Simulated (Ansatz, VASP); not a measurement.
**SiC in VASP and in Ansatz**

```
CELL_PARAMETERS angstrom
2.17814 -2.17814 0.00000
2.17814 0.00000 -2.17814
12.70599 6.71587 6.71587
ATOMIC_POSITIONS crystal
Si 0.63717 0.63717 0.39580
Si 0.12329 0.12329 0.22913
Si 0.15105 0.15105 0.56247
Si 0.17882 0.17882 0.89580
Si 0.66494 0.66494 0.72913
Si 0.60940 0.60940 0.06247
C 0.26564 0.26564 0.43747
C 0.75176 0.75176 0.27080
C 0.77952 0.77952 0.60413
C 0.80729 0.80729 0.93747
C 0.29341 0.29341 0.77080
C 0.23787 0.23787 0.10413
```

Alike in both runs: task single point; functional r2SCAN; k mesh 10 × 10 × 2; occupations gaussian, width 0.05 eV; no spin polarisation.

|  | VASP | Ansatz |
| --- | --- | --- |
| version | VASP 6.6.1 | Ansatz 0.2.0 |
| potentials or method | VASP PAW PBE potentials, release 64 (Si, C), cutoff 520 eV | scalar-relativistic, plane waves, PAW |
| valence electrons in the cell | 48 | 48 |

```tsv
	VASP	Ansatz	Ansatz less VASP
gap on the k mesh at the Fermi level (eV)	1.39	1.38	-0.010
least direct gap on the mesh (eV)	2.36	2.35	-0.011
pressure (GPa)	-0.5	-0.3	+0.18
traceless stress, the component that is largest in VASP (GPa)	-2.88	-2.85	+0.026
rms of the force components (eV/Å)	0.305	0.305	-0.0006
```

VASP's potentials were made for PBE, not for r2SCAN. Atom by atom the forces differ by 0.002 eV/Å (rms over components).
